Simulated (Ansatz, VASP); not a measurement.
# Te: VASP beside Ansatz

```
Te
1.0
     4.35615    0.00000    0.00000
    -2.17808    3.77254    0.00000
     0.00000    0.00000    5.79417
Te
3
Direct
  0.73100 0.73100 0.50000
  0.00000 0.26900 0.83333
  0.26900 0.00000 0.16667
```

Alike in both runs: task single point; functional PBE; k mesh 7 × 7 × 5; occupations fermi-dirac, width 0.05 eV; no spin polarisation.

|  | VASP | Ansatz |
| --- | --- | --- |
| version | VASP 6.6.1 | Ansatz 0.2.0 |
| potentials or method | VASP PAW PBE potentials, release 64 (Te) | Ansatz PAW |
| plane-wave cutoff (eV) | 520 | 420 |
| valence electrons in the cell | 18 | 48 |

|  | VASP | Ansatz | Ansatz less VASP |
| --- | --- | --- | --- |
| gap on the k mesh at the Fermi level (eV) | 0.61 | 0.61 | +0.004 |
| least direct gap on the mesh (eV) | 0.83 | 0.84 | +0.014 |
| pressure (GPa) | 5.5 | 5.4 | -0.03 |
| traceless stress, the component that is largest in VASP (GPa) | 1.44 | 1.40 | -0.035 |
| rms of the force components (eV/Å) | 0.317 | 0.306 | -0.0110 |

Atom by atom the forces differ by 0.011 eV/Å (rms over components). With one functional, cell and mesh, what is left measures potentials, basis and numerics. VASP's potentials hold 18 valence electrons a cell and Ansatz's 48, so a difference there can come from the potentials and not from the codes.

Neither program's run includes spin-orbit coupling. Noted on Ansatz's run: odd divisions of the mesh miss points on the zone boundary, where band edges often lie, so the gap on the mesh can be too wide.
